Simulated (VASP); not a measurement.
Crystal: NaScTe2.

```
Na Sc Te
1.0
     2.68477   -2.90418    0.00000
     2.68477    2.90418    0.00000
     0.00000    0.00000    9.50454
Na Sc Te
1 1 2
Cartesian
  0.0000 0.0000 0.0000
  2.6848 0.0000 0.0000
  2.6848 0.0000 2.2070
  2.6848 0.0000 7.2976
```

| Quantity | Value |
| --- | --- |
| Program | VASP 6.6.1 |
| Task | relaxation of cell and atoms |
| Functional | PBE |
| Potentials or basis | VASP PAW PBE potentials, release 64 (Na_pv, Sc_sv, Te) |
| Cutoff | 600 eV |
| k mesh | 4 × 4 × 2 |
| Occupations | gaussian, width 0.1 eV |
| Spin | no spin polarisation |

At the start: pressure 16.5 GPa; volume 37.05 Å³/atom.

Where does the relaxation end?

Over 17 steps the energy falls by 870.6 meV/atom and the volume is 56.12 Å³/atom (+51.4 %); space group P4/mmm (No. 123, to 0.05 Å).

The path:
| step | energy change (eV) | largest force (eV/Å) | pressure (GPa) | volume (Å³) |
| --- | --- | --- | --- | --- |
| 1 | 0.0000 | 8.5368 | 16.52 | 148.21 |
| 2 | 0.0793 | 1.4235 | -3.01 | 237.53 |
| 3 | -0.9620 | 1.7322 | -3.21 | 218.05 |
| 4 | -1.9005 | 1.6264 | -2.89 | 201.77 |
| 5 | -2.9947 | 0.5841 | 0.29 | 174.29 |
| 6 | -3.0177 | 0.3817 | 2.71 | 165.73 |
| 7 | -3.0433 | 0.2034 | 1.37 | 169.84 |
| 8 | -3.0448 | 0.1156 | 1.59 | 169.09 |
| 9 | -3.0445 | 0.0617 | 1.72 | 168.66 |
| 10 | -3.2261 | 0.1596 | 1.14 | 178.52 |
| 11 | -3.4587 | 0.0562 | 0.17 | 209.30 |
| 12 | -3.4657 | 0.0410 | 0.10 | 214.42 |
| 13 | -3.4677 | 0.0293 | 0.06 | 218.37 |
| 14 | -3.4759 | 0.0969 | 0.19 | 219.97 |
| 15 | -3.4775 | 0.1962 | 0.29 | 221.16 |
| 16 | -3.4809 | 0.1167 | 0.18 | 222.70 |
| 17 | -3.4826 | 0.0286 | 0.05 | 224.47 |

Final structure:
```cif
data_structure
_symmetry_space_group_name_H-M 'P 1'
_symmetry_Int_Tables_number 1
_cell_length_a 4.6397
_cell_length_b 4.6397
_cell_length_c 10.4274
_cell_angle_alpha 90.000
_cell_angle_beta 90.000
_cell_angle_gamma 90.127
_cell_volume 224.47
loop_
_atom_site_label
_atom_site_type_symbol
_atom_site_fract_x
_atom_site_fract_y
_atom_site_fract_z
_atom_site_occupancy
Na1 Na 0.00000 0.00000 0.00000 1
Sc1 Sc 0.50000 0.50000 0.00000 1
Te1 Te 0.50000 0.50000 0.25055 1
Te2 Te 0.50000 0.50000 0.74945 1
```

Caveat: the k points lie up to 0.34 Å⁻¹ apart in the final cell; the volume moved by over 15 % at a fixed basis, so the end points are rough.
